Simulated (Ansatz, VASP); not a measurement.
**Two plane-wave programs on Be4Br3F2**

```
Be Br F
1.0
     5.39311    0.00000    0.00000
    -2.69656    4.67057    0.00000
     0.00000    0.00000   11.05642
Be Br F
4 3 2
Cartesian
  0.0000 3.1137 7.0574
  2.6966 1.5569 7.0574
  2.6966 1.5569 3.9991
  0.0000 3.1137 3.9991
  2.6966 0.0000 0.0000
  -1.3483 2.3353 0.0000
  1.3483 2.3353 0.0000
  0.0000 3.1137 5.5282
  2.6966 1.5569 5.5282
```

Alike in both runs: task single point; functional PBE; k mesh 6 × 6 × 2; occupations gaussian, width 0.1 eV; collinear spin.

```csv
,VASP,Ansatz
version,VASP 6.6.1,Ansatz 0.2.0
potentials or method,"VASP PAW PBE potentials, release 64 (Be, Br, F), cutoff 520 eV","scalar-relativistic, plane waves, PAW"
valence electrons in the cell,43,43
```

|  | VASP | Ansatz | Ansatz less VASP |
| --- | --- | --- | --- |
| gap on the k mesh at the Fermi level (eV) | none | none | - |
| pressure (GPa) | 0.1 | 0.1 | +0.01 |
| traceless stress, the component that is largest in VASP (GPa) | 0.21 | 0.14 | -0.067 |
| rms of the force components (eV/Å) | 0.022 | 0.010 | -0.0123 |
| net moment per atom (μB) | 0.00 | 0.00 | 0.000 |

Atom by atom the forces differ by 0.012 eV/Å (rms over components). A gap of «none» marks a metal or a gap that the smearing closes. The functional is the same, so the differences come from potentials, cutoffs and numerics. Ansatz's warnings: seeded moment not kept.
